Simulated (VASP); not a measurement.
**Al2Cu: relaxation of the atoms with r2SCAN**

Al2Cu:

```
CELL_PARAMETERS angstrom
4.09559 -0.00403 -0.01572
-0.00403 4.12760 -0.00186
-0.01096 -0.00129 2.81845
ATOMIC_POSITIONS crystal
Al 0.50064 0.00158 0.49683
Al 0.00071 0.49418 0.50426
Cu 0.99865 0.00424 0.99891
```

```yaml
Program: VASP 6.6.1
Task: relaxation of the atoms
Functional: r2SCAN
Potentials_or_basis: VASP PAW PBE potentials, release 64 (Al, Cu)
Cutoff: 520 eV
k_mesh: 8 × 8 × 12
Occupations: gaussian, width 0.15 eV
Spin: no spin polarisation
Dipole_correction: no
Further_INCAR_settings: ALGO = Normal; EDIFF = 1e-06; IBRION = 2; EDIFFG = -0.01; NSW = 100
```

| Quantity | Value |
| --- | --- |
| Energy gained by relaxing | 2.6 meV/atom |
| Ionic steps | 8 |
| Pressure after relaxing | 0.1 GPa |
| Largest force after relaxing | 0.006 eV/Å |
| Band gap on the k mesh | zero (an odd number of electrons rules out a gap without spin polarisation) |

Forces on the atoms (eV/Å):
```
Al   0.004 -0.002  0.002
Al  -0.003  0.004  0.004
Cu  -0.001 -0.002 -0.005
```

Stress tensor (GPa, compression positive):
```
 0.14  0.11  0.51
 0.11 -1.16  0.06
 0.51  0.06  1.26
```

Step by step:
| step | energy change (eV) | largest force (eV/Å) | pressure (GPa) |
| --- | --- | --- | --- |
| 1 | 0.0000 | 0.3665 | 0.06 |
| 2 | -0.0070 | 0.1001 | 0.12 |
| 3 | -0.0075 | 0.0357 | 0.12 |
| 4 | -0.0075 | 0.0363 | 0.13 |
| 5 | -0.0076 | 0.0301 | 0.14 |
| 6 | -0.0078 | 0.0137 | 0.12 |
| 7 | -0.0078 | 0.0174 | 0.13 |
| 8 | -0.0078 | 0.0061 | 0.08 |

Final structure:
```
Al Cu
1.0
     4.09559   -0.00403   -0.01572
    -0.00403    4.12760   -0.00186
    -0.01096   -0.00129    2.81845
Al Cu
2 1
Cartesian
  2.0418 -0.0022 1.4014
  -0.0067 2.0628 1.4077
  4.0912 4.1235 -0.0170
```

Levels at points of the mesh, in eV from the Fermi level:
```tsv
k point	band 5	band 6	band 7	band 8	band 9	band 10	band 11	band 12
(0.00, 0.00, 0.00)	-4.26	-4.25	-2.83	-2.72	-0.12	0.91	6.36	6.45
(0.50, 0.00, 0.00)	-4.63	-4.29	-4.24	-1.44	1.46	1.71	1.88	8.61
(0.00, 0.50, 0.00)	-4.63	-4.27	-4.26	-1.37	1.53	1.83	2.01	8.58
(0.50, 0.50, 0.00)	-4.65	-4.54	-4.28	-4.26	-2.63	8.87	8.93	10.30
(0.00, 0.00, 0.50)	-5.07	-4.35	-3.11	2.46	2.72	2.73	2.81	2.85
(0.50, 0.00, 0.50)	-4.44	-4.41	-3.33	-2.53	-1.63	3.93	4.06	4.63
(0.00, 0.50, 0.50)	-4.43	-4.40	-3.33	-2.53	-1.67	4.04	4.09	4.72
(0.50, 0.50, 0.50)	-4.19	-3.69	-2.57	-2.54	-0.86	-0.76	0.21	0.24
```

Run time: 4.7 min on 4 MPI ranks on Intel(R) Xeon(R) 6975P-C (Granite Rapids), on a shared host, peak memory 0.35 GiB a rank.

Caveat: the highest band is partly filled, so the run has too few bands; the PAW data sets were made with another functional, which shifts forces and pressure a little.
